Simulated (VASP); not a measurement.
# AlMoW3 (P4mm) in VASP: a series of runs

AlMoW3 is run at these levels: PBE; tasks: single point.

All numbers are computed with VASP 6.6.1; they aren't measurements. Logs are shortened: lines on timing, memory, paths and dates and some standing lists are left out, and cuts for length are marked.

## Step 1: The cell of the first run

The structure is tetragonal, space group P4mm (No. 99). The conventional cell has a = 3.269 Å, b = 3.269 Å, c = 8.174 Å, α = 90.00°, β = 90.00°, γ = 90.00°. Al (site symmetry 4mm) has 9 W at 2.76 to 2.81 Å and 1 Mo at 2.79 Å and 4 Al at 3.27 Å within 3.6 Å. Within 3.4 Å of Mo (site symmetry 4mm) lie 5 W at 2.58 to 2.65 Å and 1 Al at 2.79 Å and 4 Mo at 3.27 Å. W (site symmetry 4mm) has 1 Mo at 2.58 Å and 8 W at 2.65 to 3.27 Å and 1 Al at 2.81 Å within 3.4 Å. Within 3.5 Å of W (site symmetry 4mm) lie 9 W at 2.65 to 3.27 Å and 4 Al at 2.76 Å. W (site symmetry 4mm) has 4 Mo at 2.65 Å and 4 Al at 2.76 Å and 5 W at 3.01 to 3.27 Å within 3.5 Å.

The cell was generated, and may not be a known phase.

## Step 2: Single point, PBE

INCAR reads:

```
ALGO = Fast
EDIFF = 1E-7
ENCUT = 520
GGA = PE
ISIF = 2
ISMEAR = 0
LASPH = True
LCHARG = False
LREAL = False
LWAVE = False
NBANDS = 38
NELM = 60
PREC = Accurate
SIGMA = 0.1
```

KPOINTS reads:

```
k-points
0
Gamma
  10 10 4
```

POSCAR reads:

```
AlMoW3
1.0
    3.2694747843      0.0000000000      0.0000000000
    0.0000000000      3.2694747843      0.0000000000
    0.0000000000      0.0000000000      8.1742000661
Al Mo W
1 1 3
Direct
    0.5000000000      0.5000000000      0.3849961960
    0.5000000000      0.5000000000      0.7262785109
    0.5000000000      0.5000000000      0.0416597528
    0.0000000000      0.0000000000      0.2001997133
    0.0000000000      0.0000000000      0.5687325069
```

Potentials or basis: VASP PAW PBE potentials, release 64 (Al, Mo_sv, W_sv).

The run is started by

```bash
$ cat potpaw_PBE.64/Al/POTCAR potpaw_PBE.64/Mo_sv/POTCAR potpaw_PBE.64/W_sv/POTCAR > POTCAR
$ mpirun -np 1 vasp_std > vasp.out
```

OUTCAR:

```text
EDIFF = 1E-7
   ENCUT = 520
   GGA = PE
   ISIF = 2
   ISMEAR = 0
   LASPH = True
   LREAL = False
   NELM = 60
   PREC = Accurate

 ion  position               nearest neighbor table
   1  0.500  0.500  0.385-   5 2.76   5 2.76   5 2.76   5 2.76   4 2.76   4 2.76   4 2.76   4 2.76
                             2 2.79   3 2.81
   2  0.500  0.500  0.726-   3 2.58   5 2.65   5 2.65   5 2.65   5 2.65   1 2.79
   3  0.500  0.500  0.042-   2 2.58   4 2.65   4 2.65   4 2.65   4 2.65   1 2.81
   4  0.000  0.000  0.200-   3 2.65   3 2.65   3 2.65   3 2.65   1 2.76   1 2.76   1 2.76   1 2.76
                             5 3.01
   5  0.000  0.000  0.569-   2 2.65   2 2.65   2 2.65   2 2.65   1 2.76   1 2.76   1 2.76   1 2.76
                             4 3.01

  LATTYP: Found a simple tetragonal cell.
 ALAT       =     3.2694747843
 C/A-ratio  =     2.5001569382

  Lattice vectors:

 A1 = (   3.2694747843,   0.0000000000,   0.0000000000)
 A2 = (   0.0000000000,   3.2694747843,   0.0000000000)
 A3 = (   0.0000000000,   0.0000000000,   8.1742000661)

Analysis of symmetry for initial positions (statically):
=====================================================================
 Subroutine PRICEL returns:
 Original cell was already a primitive cell.

 Routine SETGRP: Setting up the symmetry group for a
 simple tetragonal supercell.

 Subroutine GETGRP returns: Found  8 space group operations
 (whereof  8 operations were pure point group operations)
 out of a pool of 16 trial point group operations.

The static configuration has the point symmetry C_4v.

Analysis of symmetry for dynamics (positions and initial velocities):
=====================================================================
 Subroutine PRICEL returns:
 Original cell was already a primitive cell.

 Routine SETGRP: Setting up the symmetry group for a
 simple tetragonal supercell.

 Subroutine GETGRP returns: Found  8 space group operations
 (whereof  8 operations were pure point group operations)
 out of a pool of 16 trial point group operations.

The dynamic configuration has the point symmetry C_4v.

 Subroutine INISYM returns: Found  8 space group operations
 (whereof  8 operations are pure point group operations),
 and found     1 'primitive' translations

----------------------------------------------------------------------------------------

                                     Primitive cell

  volume of cell :      87.3778

  direct lattice vectors                    reciprocal lattice vectors
     3.269474784  0.000000000  0.000000000     0.305859524  0.000000000  0.000000000
     0.000000000  3.269474784  0.000000000     0.000000000  0.305859524  0.000000000
     0.000000000  0.000000000  8.174200066     0.000000000  0.000000000  0.122336130

  length of vectors
     3.269474784  3.269474784  8.174200066     0.305859524  0.305859524  0.122336130

  position of ions in fractional coordinates (direct lattice)
     0.500000000  0.500000000  0.384996196
     0.500000000  0.500000000  0.726278511
     0.500000000  0.500000000  0.041659753
     0.000000000  0.000000000  0.200199713
     0.000000000  0.000000000  0.568732507

  ion indices of the primitive-cell ions
   primitive index   ion index
                 1           1
                 2           2
                 3           3
                 4           4
                 5           5

----------------------------------------------------------------------------------------

 KPOINTS: k-points

Automatic generation of k-mesh.
 Grid dimensions read from file:
 generate k-points for:   10   10    4

 Generating k-lattice:

  Cartesian coordinates                     Fractional coordinates (reciprocal lattice)
     0.030585952  0.000000000  0.000000000     0.100000000  0.000000000  0.000000000
     0.000000000  0.030585952  0.000000000     0.000000000  0.100000000  0.000000000
     0.000000000  0.000000000  0.030584032     0.000000000  0.000000000  0.250000000

  Length of vectors
     0.030585952  0.030585952  0.030584032

  Shift w.r.t. Gamma in fractional coordinates (k-lattice)
     0.000000000  0.000000000  0.000000000

 Subroutine IBZKPT returns following result:
 ===========================================

 Found     63 irreducible k-points:

 Following reciprocal coordinates:
            Coordinates               Weight
  0.000000  0.000000  0.000000      1.000000
  0.100000  0.000000  0.000000      4.000000
  0.200000  0.000000  0.000000      4.000000
  0.300000  0.000000  0.000000      4.000000
  0.400000  0.000000  0.000000      4.000000
  0.500000  0.000000  0.000000      2.000000
[... 16 lines left out ...]
  0.100000  0.000000  0.250000      8.000000
  0.200000  0.000000  0.250000      8.000000
 [... further k-points ...]
   k-points           NKPTS =     63   k-points in BZ     NKDIM =     63   number of bands    NBANDS=     38
   number of dos      NEDOS =    301   number of ions     NIONS =      5
   total plane-waves  NPLWV =  36864
   dimension x,y,z NGX =    24 NGY =   24 NGZ =   64
   dimension x,y,z NGXF=    48 NGYF=   48 NGZF=  128
   ions per type =               1   1   3
   NGX,Y,Z   is equivalent  to a cutoff of  12.20, 12.20, 13.02 a.u.
   NGXF,Y,Z  is equivalent  to a cutoff of  24.41, 24.41, 26.03 a.u.
 SYSTEM =  unknown system
   PREC   = accura    normal or accurate (medium, high low for compatibility)
   ISTART =      0    job   : 0-new  1-cont  2-samecut
   ICHARG =      2    charge: 1-file 2-atom 10-const
   ISPIN  =      1    spin polarized calculation?
   LNONCOLLINEAR =      F non collinear calculations
   LSORBIT =      F    spin-orbit coupling
   LASPH  =      T    aspherical Exc in radial PAW
   ENCUT  =  520.0 eV  38.22 Ry    6.18 a.u.   6.08  6.08 15.20*2*pi/ulx,y,z
   NELM   =     60;   NELMIN=  2; NELMDL= -5     # of ELM steps
   EDIFF  = 0.1E-06   stopping-criterion for ELM
   LREAL  =      F    real-space projection
   EDIFFG = 0.1E-05   stopping-criterion for IOM
   NSW    =      0    number of steps for IOM
   IBRION =     -1    ionic relax: 0-MD 1-quasi-New 2-CG
   NFREE  =      0    steps in history (QN), initial steepest desc. (CG)
   ISIF   =      2    stress and relaxation
   ISYM   =      2    0-nonsym 1-usesym 2-fastsym
   POTIM  = 0.5000    time-step for ionic-motion
   TEBEG  =    0.0;   TEEND  =   0.0 temperature during run
   PSTRESS=    0.0 pullay stress
   NELECT =      59.0000    total number of electrons
   NUPDOWN=      -1.0000    fix difference up-down
   EMIN   =  10.00;   EMAX   =-10.00  energy-range for DOS
   EFERMI =   0.00;   METHOD = LEGACY
   ISMEAR =     0;   SIGMA  =   0.10  broadening in eV -4-tet -1-fermi 0-gaus
   EFERMI_NEDOS =   21; number of points for ismear=-14 and -15
   IALGO  =     68    algorithm
   IMIX   =      4    mixing-type and parameters
     AMIX     =   0.40;   BMIX     =  1.00
     AMIX_MAG =   1.60;   BMIX_MAG =  1.00
  volume/ion in A,a.u.               =      17.48       117.93
  Fermi-wavevector in a.u.,A,eV,Ry     =   1.436234  2.714088 28.065649  2.062767
  Thomas-Fermi vector in A             =   2.555444
   LORBIT       =      0    0 simple, 1 ext, 2 COOP (PROOUT), +10 PAW based schemes
   GGA     = PE    functional components
   LHFCALC =     F    Hartree Fock is set to
   AEXX    =    0.0000 exact exchange contribution
   IVDW    =     0    specifies the selected vdW correction
   LEPSILON=     F    determine dielectric tensor
   LRPA    =     F    only Hartree local field effects (RPA)
 non-spin polarized calculation
 RMM-DIIS sequential band-by-band and
 Gauss-broadening in eV      SIGMA  =   0.10
  energy-cutoff  :      520.00
  volume of cell :       87.38
 maximum number of plane-waves:      2384
   NGX = 13   NGY = 13   NGZ = 31

 number of electron      59.0000007 magnetization

 Free energy of the ion-electron system (eV)
  ---------------------------------------------------
  ext. energy  EPLUGINS =         0.00000000
  ---------------------------------------------------
  free energy    TOTEN  =       -50.73594266 eV

  energy without entropy =      -50.71246246  energy(sigma->0) =      -50.72420256

 E-fermi :   9.2736     XC(G=0): -12.2588

 val. band max:        9.2724344733   @ k =   0.3000   0.2000   0.5000
 cond. band min:       9.2843150404   @ k =   0.4000   0.3000   0.5000
 fundamental gap:      0.0118805671
 Fermi energy:         9.2735626717

 k-point     1 :       0.0000    0.0000    0.0000
  band No.  band energies     occupation
      1     -64.4939      2.00000
      2     -64.4782      2.00000
      3     -64.2561      2.00000
      4     -51.1468      2.00000
      5     -28.9309      2.00000
      6     -28.9309      2.00000
[... 30 lines left out ...]
     37      12.9422      0.00000
     38      13.0083      0.00000

 k-point     2 :       0.1000    0.0000    0.0000
  band No.  band energies     occupation
      1     -64.4932      2.00000
      2     -64.4745      2.00000
      3     -64.2589      2.00000
      4     -51.1457      2.00000
      5     -28.9586      2.00000
      6     -28.9131      2.00000
[... 30 lines left out ...]
     37      12.4806      0.00000
     38      13.3223      0.00000

 k-point     3 :       0.2000    0.0000    0.0000
  band No.  band energies     occupation
      1     -64.4913      2.00000
      2     -64.4640      2.00000
      3     -64.2670      2.00000
      4     -51.1431      2.00000
      5     -29.0187      2.00000
      6     -28.8836      2.00000
[... 30 lines left out ...]
     37      12.5337      0.00000
     38      13.4753      0.00000

 k-point     4 :       0.3000    0.0000    0.0000
  band No.  band energies     occupation
      1     -64.4892      2.00000
      2     -64.4495      2.00000
      3     -64.2785      2.00000
      4     -51.1399      2.00000
      5     -29.0746      2.00000
      6     -28.9375      2.00000
[... 30 lines left out ...]
     37      12.5189      0.00000
     38      13.1560      0.00000
[... 703 lines left out ...]
      4     -51.1467      2.00000
      5     -28.9308      2.00000
      6     -28.9308      2.00000
[... 30 lines left out ...]
     37      12.9928      0.00000
     38      13.1091      0.00000

 k-point    23 :       0.1000    0.0000    0.2500
  band No.  band energies     occupation
      1     -64.4931      2.00000
      2     -64.4745      2.00000
      3     -64.2589      2.00000
      4     -51.1457      2.00000
      5     -28.9586      2.00000
      6     -28.9130      2.00000
[... 30 lines left out ...]
     37      12.7303      0.00000
     38      13.2943      0.00000

 k-point    24 :       0.2000    0.0000    0.2500
  band No.  band energies     occupation
      1     -64.4913      2.00000
      2     -64.4641      2.00000
      3     -64.2670      2.00000
      4     -51.1431      2.00000
      5     -29.0185      2.00000
      6     -28.8789      2.00000
[... 30 lines left out ...]
     37      12.6421      0.00000
     38      13.3646      0.00000

 [... further k-points ...]
[... 5 lines left out ...]
  --------------------------------------------------------------------------------------
  -------------------------------------------------------------------------------------
  Total        0.1787184      0.1787184      0.2247722      0.0000000      0.0000000      0.0000000
  in kB        3.2770164      3.2770164      4.1214685      0.0000000      0.0000000      0.0000000
  external PRESSURE =       3.5585005 kB  Pullay stress =       0.0000000 kB

 VOLUME and BASIS-vectors are now :
 -----------------------------------------------------------------------------
  energy-cutoff  :      520.00
  volume of cell :       87.38
      direct lattice vectors                 reciprocal lattice vectors
     3.269474784  0.000000000  0.000000000     0.305859524  0.000000000  0.000000000
     0.000000000  3.269474784  0.000000000     0.000000000  0.305859524  0.000000000
     0.000000000  0.000000000  8.174200066     0.000000000  0.000000000  0.122336130

 POSITION                                       TOTAL-FORCE (eV/Angst)
 -----------------------------------------------------------------------------------
      1.63474      1.63474      3.14704         0.000000      0.000000     -0.001551
      1.63474      1.63474      5.93675        -0.000000     -0.000000      0.007173
      1.63474      1.63474      0.34054         0.000000      0.000000     -0.003388
      0.00000      0.00000      1.63647         0.000000      0.000000      0.028207
      0.00000      0.00000      4.64893         0.000000      0.000000     -0.030440
 -----------------------------------------------------------------------------------
    total drift:                                0.000000     -0.000000      0.000140

  FREE ENERGIE OF THE ION-ELECTRON SYSTEM (eV)
  ---------------------------------------------------
  free  energy   TOTEN  =       -50.7359426596 eV

  energy  without entropy=      -50.7124624565  energy(sigma->0) =      -50.72420256
```

Run time: 7.7 min. Hardware: 1 thread of Intel Xeon 8259CL, shared host; peak memory 0.29 GiB.

Results:

```
Free energy            : -50.7359 eV
Pressure               : 0.4 GPa
Largest force          : 0.030 eV/Å
Band gap on the k mesh : zero (an odd number of electrons rules out a gap without spin polarisation)
```

Forces in eV/Å, atoms in the order of the input:
```
Al   0.000  0.000 -0.002
Mo   0.000  0.000  0.007
W    0.000  0.000 -0.003
W    0.000  0.000  0.028
W    0.000  0.000 -0.030
```

Stress tensor (GPa, compression positive):
```
0.33 0.00 0.00
0.00 0.33 0.00
0.00 0.00 0.41
```

Levels at points of the mesh, in eV from the Fermi level:
```
           k point  band 28  band 29  band 30  band 31  band 32  band 33
(0.00, 0.00, 0.00)    -0.71    -0.18    -0.18     0.08     0.48     0.48
(0.50, 0.00, 0.00)    -1.31    -0.71     0.85     1.32     2.02     2.28
(0.50, 0.50, 0.00)    -0.33     0.62     0.62     0.66     0.66     2.48
(0.00, 0.00, 0.50)    -0.75    -0.59    -0.59     0.66     0.79     1.31
(0.50, 0.00, 0.50)    -1.70     0.72     1.37     1.60     1.65     2.15
(0.50, 0.50, 0.50)    -0.54    -0.11     0.00     2.34     2.34     2.46
```

Caveat: spin-orbit coupling is left out, which moves the levels of the heavy elements.

(Part 1 of 2 ends here.)
